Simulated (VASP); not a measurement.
# Bi in VASP: single point with PBE+D3(BJ)

Aim: the single point of Bi with PBE+D3(BJ).

All numbers are computed with VASP 6.6.1; they aren't measurements. Logs are shortened: lines on timing, memory, paths and dates and some standing lists are left out, and cuts for length are marked.

## 1. The cell of the first run

The cell holds a slab with vacuum, 4 atoms: a = 4.535 Å, b = 4.535 Å, c = 20.523 Å, α = 90.00°, β = 90.00°, γ = 120.00°.

## 2. Single point, PBE+D3(BJ)

INCAR

```
SYSTEM = Bi
PREC = Accurate ; ENCUT = 520
EDIFF = 1E-6 ; ISMEAR = 0
SIGMA = 0.1 ; LREAL = .FALSE.
LASPH = .TRUE. ; NELM = 100
ALGO = Fast ; ISIF = 2
LWAVE = .FALSE. ; LCHARG = .FALSE.
LDIPOL = .TRUE. ; IDIPOL = 3
DIPOL = 0.5 0.5 0.500 ; GGA = PE
IVDW = 12 ; NBANDS = 38
```

KPOINTS

```
regular mesh
0
G
  9 9 1
  0 0 0
```

POSCAR

```
Bi
1.0
    4.5346855261      0.0000000000      0.0000000000
   -2.2673427630      3.9271528638      0.0000000000
    0.0000000000      0.0000000000     20.5228125457
Bi
4
Direct
    0.3333333333      0.6666666667      0.3654469865
    0.6666666667      0.3333333333      0.4454106951
    0.0000000000      0.0000000000      0.5545893049
    0.3333333333      0.6666666667      0.6345530135
```

Potentials or basis: VASP PAW PBE potentials, release 64 (Bi_d).

The run is started by

```
> cat potpaw_PBE.64/Bi_d/POTCAR > POTCAR
> mpirun -np 1 vasp_std > vasp.out
```

OUTCAR:

```text
SYSTEM = Bi
   PREC = Accurate
   ENCUT = 520
   EDIFF = 1E-6
   ISMEAR = 0
   LREAL = .FALSE.
   LASPH = .TRUE.
   NELM = 100
   ISIF = 2
   GGA = PE
   IVDW = 12
 IVDW          = 12

 ion  position               nearest neighbor table
   1  0.333  0.667  0.365-   2 3.09   2 3.09   2 3.09
   2  0.667  0.333  0.445-   1 3.09   1 3.09   1 3.09   3 3.45   3 3.45   3 3.45
   3  0.000  0.000  0.555-   4 3.09   4 3.09   4 3.09   2 3.45   2 3.45   2 3.45
   4  0.333  0.667  0.635-   3 3.09   3 3.09   3 3.09

  LATTYP: Found a hexagonal cell.
 ALAT       =     4.5346855261
 C/A-ratio  =     4.5257410746

  Lattice vectors:

 A1 = (   4.5346855261,   0.0000000000,   0.0000000000)
 A2 = (  -2.2673427630,   3.9271528638,   0.0000000000)
 A3 = (   0.0000000000,   0.0000000000,  20.5228125457)

Analysis of symmetry for initial positions (statically):
=====================================================================
 Subroutine PRICEL returns:
 Original cell was already a primitive cell.

 Routine SETGRP: Setting up the symmetry group for a
 hexagonal supercell.

 Subroutine GETGRP returns: Found 12 space group operations
 (whereof  6 operations were pure point group operations)
 out of a pool of 24 trial point group operations.

The static configuration has the point symmetry C_3v.
 The point group associated with its full space group is D_3d.

Analysis of symmetry for dynamics (positions and initial velocities):
=====================================================================
 Subroutine PRICEL returns:
 Original cell was already a primitive cell.

 Routine SETGRP: Setting up the symmetry group for a
 hexagonal supercell.

 Subroutine GETGRP returns: Found 12 space group operations
 (whereof  6 operations were pure point group operations)
 out of a pool of 24 trial point group operations.

The dynamic configuration has the point symmetry C_3v.
 The point group associated with its full space group is D_3d.

 Subroutine INISYM returns: Found 12 space group operations
 (whereof  6 operations are pure point group operations),
 and found     1 'primitive' translations

----------------------------------------------------------------------------------------

                                     Primitive cell

  volume of cell :     365.4785

  direct lattice vectors                    reciprocal lattice vectors
     4.534685526  0.000000000  0.000000000     0.220522458  0.127318701  0.000000000
    -2.267342763  3.927152864  0.000000000     0.000000000  0.254637401  0.000000000
     0.000000000  0.000000000 20.522812546     0.000000000  0.000000000  0.048726265

  length of vectors
     4.534685526  4.534685526 20.522812546     0.254637401  0.254637401  0.048726265

  position of ions in fractional coordinates (direct lattice)
     0.333333333  0.666666667  0.365446986
     0.666666667  0.333333333  0.445410695
     0.000000000  0.000000000  0.554589305
     0.333333333  0.666666667  0.634553014

  ion indices of the primitive-cell ions
   primitive index   ion index
                 1           1
                 2           2
                 3           3
                 4           4

----------------------------------------------------------------------------------------

 KPOINTS: regular mesh

Automatic generation of k-mesh.
 Grid dimensions read from file:
 generate k-points for:    9    9    1

 Generating k-lattice:

  Cartesian coordinates                     Fractional coordinates (reciprocal lattice)
     0.024502495  0.014146522  0.000000000     0.111111111 -0.000000000  0.000000000
     0.000000000  0.028293045  0.000000000     0.000000000  0.111111111  0.000000000
     0.000000000  0.000000000  0.048726265     0.000000000  0.000000000  1.000000000

  Length of vectors
     0.028293045  0.028293045  0.048726265

  Shift w.r.t. Gamma in fractional coordinates (k-lattice)
     0.000000000  0.000000000  0.000000000

 Subroutine IBZKPT returns following result:
 ===========================================

 Found     12 irreducible k-points:

 Following reciprocal coordinates:
            Coordinates               Weight
  0.000000  0.000000  0.000000      1.000000
  0.111111  0.000000  0.000000      6.000000
  0.222222  0.000000  0.000000      6.000000
  0.333333  0.000000  0.000000      6.000000
  0.444444  0.000000  0.000000      6.000000
  0.111111  0.111111  0.000000      6.000000
  0.222222  0.111111  0.000000     12.000000
  0.333333  0.111111  0.000000     12.000000
  0.444444  0.111111  0.000000      6.000000
  0.222222  0.222222  0.000000      6.000000
  0.333333  0.222222  0.000000     12.000000
  0.333333  0.333333  0.000000      2.000000
   k-points           NKPTS =     12   k-points in BZ     NKDIM =     12   number of bands    NBANDS=     38
   number of dos      NEDOS =    301   number of ions     NIONS =      4
   total plane-waves  NPLWV = 207360
   dimension x,y,z NGX =    36 NGY =   36 NGZ =  160
   dimension x,y,z NGXF=    72 NGYF=   72 NGZF=  320
   ions per type =               4
   NGX,Y,Z   is equivalent  to a cutoff of  13.20, 13.20, 12.96 a.u.
   NGXF,Y,Z  is equivalent  to a cutoff of  26.40, 26.40, 25.92 a.u.
 SYSTEM =  Bi
   PREC   = accura    normal or accurate (medium, high low for compatibility)
   ISTART =      0    job   : 0-new  1-cont  2-samecut
   ICHARG =      2    charge: 1-file 2-atom 10-const
   ISPIN  =      1    spin polarized calculation?
   LNONCOLLINEAR =      F non collinear calculations
   LSORBIT =      F    spin-orbit coupling
   LASPH  =      T    aspherical Exc in radial PAW
   ENCUT  =  520.0 eV  38.22 Ry    6.18 a.u.   8.43  8.43 38.16*2*pi/ulx,y,z
   NELM   =    100;   NELMIN=  2; NELMDL= -5     # of ELM steps
   EDIFF  = 0.1E-05   stopping-criterion for ELM
   LREAL  =      F    real-space projection
   EDIFFG = 0.1E-04   stopping-criterion for IOM
   NSW    =      0    number of steps for IOM
   IBRION =     -1    ionic relax: 0-MD 1-quasi-New 2-CG
   NFREE  =      0    steps in history (QN), initial steepest desc. (CG)
   ISIF   =      2    stress and relaxation
   ISYM   =      2    0-nonsym 1-usesym 2-fastsym
   POTIM  = 0.5000    time-step for ionic-motion
   TEBEG  =    0.0;   TEEND  =   0.0 temperature during run
   PSTRESS=    0.0 pullay stress
   NELECT =      60.0000    total number of electrons
   NUPDOWN=      -1.0000    fix difference up-down
   EMIN   =  10.00;   EMAX   =-10.00  energy-range for DOS
   EFERMI =   0.00;   METHOD = LEGACY
   ISMEAR =     0;   SIGMA  =   0.10  broadening in eV -4-tet -1-fermi 0-gaus
   EFERMI_NEDOS =   21; number of points for ismear=-14 and -15
   IALGO  =     68    algorithm
   IMIX   =      4    mixing-type and parameters
     AMIX     =   0.40;   BMIX     =  1.00
     AMIX_MAG =   1.60;   BMIX_MAG =  1.00
  volume/ion in A,a.u.               =      91.37       616.59
  Fermi-wavevector in a.u.,A,eV,Ry     =   0.896406  1.693961 10.932870  0.803543
  Thomas-Fermi vector in A             =   2.018860
   LORBIT       =      0    0 simple, 1 ext, 2 COOP (PROOUT), +10 PAW based schemes
   GGA     = PE    functional components
   LHFCALC =     F    Hartree Fock is set to
   AEXX    =    0.0000 exact exchange contribution
   IVDW    =    12    specifies the selected vdW correction
   LEPSILON=     F    determine dielectric tensor
   LRPA    =     F    only Hartree local field effects (RPA)
 non-spin polarized calculation
 RMM-DIIS sequential band-by-band and
 Gauss-broadening in eV      SIGMA  =   0.10
  energy-cutoff  :      520.00
  volume of cell :      365.48
 maximum number of plane-waves:      9891
 NGX is ok and might be reduce to    36
   NGX = 17   NGY = 17   NGZ = 77

 dipolmoment           0.000000      0.000000     -0.000000 electrons x Angstroem

 number of electron      59.9999991 magnetization

 dipolmoment           0.000000      0.000000      0.000000 electrons x Angstroem

 Free energy of the ion-electron system (eV)
  ---------------------------------------------------
  ext. energy  EPLUGINS =         0.00000000
  ---------------------------------------------------
  free energy    TOTEN  =       -15.16520567 eV

  energy without entropy =      -15.16249350  energy(sigma->0) =      -15.16384958

 E-fermi :  -0.0992     XC(G=0):  -4.3718

 val. band max:       -0.1689618257   @ k =   0.1111   0.0000   0.0000
 cond. band min:       0.2878445032   @ k =   0.1111   0.0000   0.0000
 fundamental gap:      0.4568063289
 Fermi energy:        -0.0992334794

 k-point     1 :       0.0000    0.0000    0.0000
  band No.  band energies     occupation
      1     -22.9125      2.00000
      2     -22.9125      2.00000
      3     -22.8402      2.00000
      4     -22.8402      2.00000
      5     -22.7830      2.00000
      6     -22.7830      2.00000
[... 30 lines left out ...]
     37       3.5393      0.00000
     38       3.7290      0.00000

 k-point     2 :       0.1111    0.0000    0.0000
  band No.  band energies     occupation
      1     -22.9113      2.00000
      2     -22.9029      2.00000
      3     -22.8394      2.00000
      4     -22.8339      2.00000
      5     -22.7823      2.00000
      6     -22.7773      2.00000
[... 30 lines left out ...]
     37       3.6933      0.00000
     38       3.8576      0.00000

 k-point     3 :       0.2222    0.0000    0.0000
  band No.  band energies     occupation
      1     -22.9079      2.00000
      2     -22.8756      2.00000
      3     -22.8373      2.00000
      4     -22.8162      2.00000
      5     -22.7833      2.00000
      6     -22.7618      2.00000
[... 30 lines left out ...]
     37       3.9756      0.00000
[... 289 lines left out ...]
 k-point    11 :       0.3333    0.2222    0.0000
  band No.  band energies     occupation
      1     -22.8789      2.00000
      2     -22.8587      2.00000
      3     -22.7997      2.00000
      4     -22.7665      2.00000
      5     -22.7448      2.00000
      6     -22.7359      2.00000
[... 30 lines left out ...]
     37       4.8228      0.00000
     38       5.5445      0.00000

 k-point    12 :       0.3333    0.3333    0.0000
  band No.  band energies     occupation
      1     -22.8650      2.00000
      2     -22.8650      2.00000
      3     -22.8062      2.00000
      4     -22.7481      2.00000
      5     -22.7417      2.00000
      6     -22.7417      2.00000
[... 30 lines left out ...]
     37       5.8189      0.00000
     38       5.8563      0.00000

------------------------ aborting loop because EDIFF is reached ----------------------------------------

 vacuum level on the upper side and lower side of the slab       (xc-potential included)        -0.142        -0.142

 Edisp (eV)   -1.26199

 E8    (eV) :    -0.6526

  FORCE on cell =-STRESS in cart. coord.  units (eV):
  Direction    XX          YY          ZZ          XY          YZ          ZX
  --------------------------------------------------------------------------------------
  -------------------------------------------------------------------------------------
  Total      -1.71448    -1.71448     0.31284    -0.00000     0.00000     0.00000
  in kB      -7.51590    -7.51590     1.37142    -0.00000     0.00000     0.00000
  external pressure =       -4.55 kB  Pullay stress =        0.00 kB

 VOLUME and BASIS-vectors are now :
 -----------------------------------------------------------------------------
  energy-cutoff  :      520.00
  volume of cell :      365.48
      direct lattice vectors                 reciprocal lattice vectors
     4.534685526  0.000000000  0.000000000     0.220522458  0.127318701  0.000000000
    -2.267342763  3.927152864  0.000000000     0.000000000  0.254637401  0.000000000
     0.000000000  0.000000000 20.522812546     0.000000000  0.000000000  0.048726265

 POSITION                                       TOTAL-FORCE (eV/Angst)
 -----------------------------------------------------------------------------------
     -0.00000      2.61810      7.50000         0.000000      0.000000      0.024530
      2.26734      1.30905      9.14108         0.000000      0.000000     -0.236408
      0.00000      0.00000     11.38173        -0.000000     -0.000000      0.236408
     -0.00000      2.61810     13.02281        -0.000000     -0.000000     -0.024530
 -----------------------------------------------------------------------------------
    total drift:                                0.000000     -0.000000     -0.000000

  FREE ENERGIE OF THE ION-ELECTRON SYSTEM (eV)
  ---------------------------------------------------
  free  energy   TOTEN  =       -16.4272004305 eV

  energy  without entropy=      -16.4244882565  energy(sigma->0) =      -16.42584434

 vacuum level on the upper side and lower side of the slab         3.899         3.899
```

Run time: 2 min. Hardware: 1 thread of Intel Xeon 6975P-C (Granite Rapids), shared host; peak memory 0.51 GiB.

Results:

```yaml
Free_energy: -16.4272 eV
Largest_force: 0.236 eV/Å
Band_gap_on_the_k_mesh: zero (band 30 reaches -0.17 eV, above the bottom of band 31 at -0.33 eV)
Dispersion_energy_per_atom: -0.315 eV
```

Forces on the atoms (eV/Å):
```
Bi   0.000  0.000  0.025
Bi   0.000  0.000 -0.236
Bi   0.000  0.000  0.236
Bi   0.000  0.000 -0.025
```

Caveat: spin-orbit coupling is left out, which moves the levels of the heavy elements.
